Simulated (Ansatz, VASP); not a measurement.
## Ge in VASP and in Ansatz

```
Ge
1.0
     1.32729   -2.47049    0.00000
     1.32729    2.47049    0.00000
     0.00000    0.00000    2.83314
Ge
1
Direct
  0.50000 0.50000 0.00000
```

Change from the starting cell: strain -0.050 along x and y, +0.050 along z, atoms carried along.

Alike in both runs: task single point; functional r2SCAN; k mesh 20 × 20 × 18; occupations gaussian, width 0.15 eV; no spin polarisation.

```csv
,VASP,Ansatz
version,VASP 6.6.1,Ansatz 0.2.0
potentials or method,"VASP PAW PBE potentials, release 64 (Ge_d), cutoff 550 eV","scalar-relativistic, plane waves, PAW"
valence electrons in the cell,14,14
```

|  | VASP | Ansatz | Ansatz less VASP |
| --- | --- | --- | --- |
| gap on the k mesh at the Fermi level (eV) | none | none | - |
| pressure (GPa) | 1.9 | 2.1 | +0.20 |
| traceless stress, the component that is largest in VASP (GPa) | -11.75 | -11.78 | -0.030 |

VASP's potentials were made for PBE, not for r2SCAN. A gap of «none» marks a metal or a gap that the smearing closes.
